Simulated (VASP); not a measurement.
Here is a VASP 6.6.1 calculation.

File INCAR:

```
SYSTEM = Nb
PREC = Accurate ; ENCUT = 500
EDIFF = 1E-6 ; ISMEAR = 1
SIGMA = 0.1 ; LREAL = .False.
LASPH = .True. ; NELM = 120
ALGO = Normal ; ISIF = 2
LWAVE = .False. ; LCHARG = .False.
GGA = PS ; NBANDS = 12
GGA_COMPAT = .False.
```

File KPOINTS:

```
regular mesh
0
Gamma
  9 9 9
  0 0 0
```

The input POSCAR:

```
Nb
1.0
    0.0000000000      2.0910597047      2.0910597047
    2.0910597047      0.0000000000      2.0910597047
    2.0910597047      2.0910597047      0.0000000000
Nb
1
Direct
    0.0000000000      0.0000000000      0.0000000000
```

Potentials or basis: VASP PAW PBE potentials, release 64 (Nb_sv).

Run with:

```bash
$ cat potpaw_PBE.64/Nb_sv/POTCAR > POTCAR
$ mpirun -np 1 vasp_std > vasp.out
```

Problem. Estimate the pressure.

Solution. -0.3 GPa.

Caveat: the PAW data sets were made with another functional, which shifts forces and pressure a little.
